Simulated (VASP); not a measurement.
Write the native input for VASP 6.6.1 that does the following.

```yaml
Task: single point
Functional: PBE
Potentials_or_basis: VASP PAW PBE potentials, release 64 (In_d, Ga_d, P, As)
Cutoff: 520 eV
k_mesh: 4 × 4 × 4
Occupations: gaussian, width 0.1 eV
Spin: no spin polarisation
Dipole_correction: no
Further_INCAR_settings: ALGO = Normal; EDIFF = 1e-06; NBANDS = 40
```

The structure of InGa3AsP lies in POSCAR:

```
InGa3AsP
1.0
    4.8118002900      0.0000000000      0.0000000000
    0.0000000000      4.8118002900      0.0000000000
    0.0000000000      0.0000000000      6.0831263100
In Ga P As
1 3 1 1
Direct
    0.5000000000      0.5000000000      0.5000000000
    0.0000000000      0.5000000000      0.0000000000
    0.5000000000      0.0000000000      0.0000000000
    0.0000000000      0.0000000000      0.0000000000
    0.0000000000      0.0000000000      0.5000000000
    0.5000000000      0.5000000000      0.0000000000
```

One way to write it, as run:

INCAR

```
SYSTEM = InGa3AsP
ALGO = Normal
EDIFF = 1E-6
ENCUT = 520
GGA = PE
ISIF = 2
ISMEAR = 0
LASPH = .True.
LCHARG = .False.
LREAL = .False.
LWAVE = .False.
NBANDS = 40
NELM = 60
PREC = Accurate
SIGMA = 0.1
```

KPOINTS

```
k-points
0
Gamma
  4 4 4
  0 0 0
```

Potentials or basis: VASP PAW PBE potentials, release 64 (In_d, Ga_d, P, As).

Run with:

```bash
$ cat potpaw_PBE.64/In_d/POTCAR potpaw_PBE.64/Ga_d/POTCAR potpaw_PBE.64/P/POTCAR potpaw_PBE.64/As/POTCAR > POTCAR
$ mpirun -np 1 vasp_std > vasp.out
```

Results of the run:

| Property | Result |
| --- | --- |
| Pressure | 6.2 GPa |
| Band gap on the k mesh | zero (band 31 reaches 6.34 eV, above the bottom of band 32 at 3.98 eV) |

Caveat: spin-orbit coupling is left out, which moves the levels of the heavy elements.

It took 73 s on 1 thread of Intel(R) Xeon(R) Platinum 8488C (Sapphire Rapids) (shared host), peak memory 0.29 GiB.
